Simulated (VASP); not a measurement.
Crystal: Bi.

```
Bi
1.0
     3.48860   -3.13258    0.00000
     3.48860    3.13258    0.00000
    -1.26023    0.00000    3.11355
Bi
2
Direct
  0.75306 0.75306 0.85738
  0.24694 0.24694 0.14262
```

* Program: VASP 6.6.1
* Task: relaxation of cell and atoms
* Functional: PBEsol
* Potentials or basis: VASP PAW PBE potentials, release 64 (Bi_d)
* Cutoff: 600 eV
* k mesh: 6 × 6 × 9
* Occupations: fermi-dirac, width 0.05 eV
* Spin: no spin polarisation

At the start: pressure -2.5 GPa; volume 34.03 Å³/atom.

**Question.** How do energy, volume and symmetry change on relaxing?

**Answer.** Over 49 steps the energy falls by 16.5 meV/atom and the volume is 32.34 Å³/atom (-5.0 %); space group C2/m (No. 12, to 0.1 Å) before and after.

The path:
```csv
step,energy change (eV),largest force (eV/Å),pressure (GPa),volume (Å³)
1,0.0000,0.0571,-2.51,68.05
3,-0.0288,0.0298,0.25,64.72
5,-0.0287,0.0303,-0.10,64.82
7,-0.0296,0.0325,-0.09,64.86
9,-0.0298,0.0285,-0.05,64.71
11,-0.0298,0.0380,0.19,64.53
13,-0.0301,0.0240,0.18,64.52
15,-0.0304,0.0158,0.14,64.62
17,-0.0305,0.0266,-0.22,64.81
19,-0.0305,0.0224,-0.02,64.71
21,-0.0305,0.0189,-0.02,64.71
23,-0.0307,0.0275,0.06,64.63
25,-0.0307,0.0282,0.06,64.65
27,-0.0312,0.0287,0.00,64.72
29,-0.0321,0.0181,-0.27,65.01
31,-0.0321,0.0204,-0.21,64.97
33,-0.0325,0.0167,-0.15,64.89
35,-0.0326,0.0202,-0.09,64.80
37,-0.0326,0.0218,-0.09,64.79
39,-0.0327,0.0189,-0.08,64.76
41,-0.0328,0.0136,0.10,64.54
43,-0.0329,0.0153,0.04,64.61
45,-0.0329,0.0111,0.04,64.67
47,-0.0329,0.0108,-0.05,64.69
49,-0.0329,0.0081,-0.02,64.68
```

Final structure:
```
CELL_PARAMETERS angstrom
3.47279 -3.02621 -0.02604
3.47279 3.02621 -0.02604
-1.27823 0.00000 3.08676
ATOMIC_POSITIONS crystal
Bi 0.75338 0.75338 0.83903
Bi 0.24662 0.24662 0.16097
```

Caveat: the PAW data sets were made with another functional, which shifts forces and pressure a little.
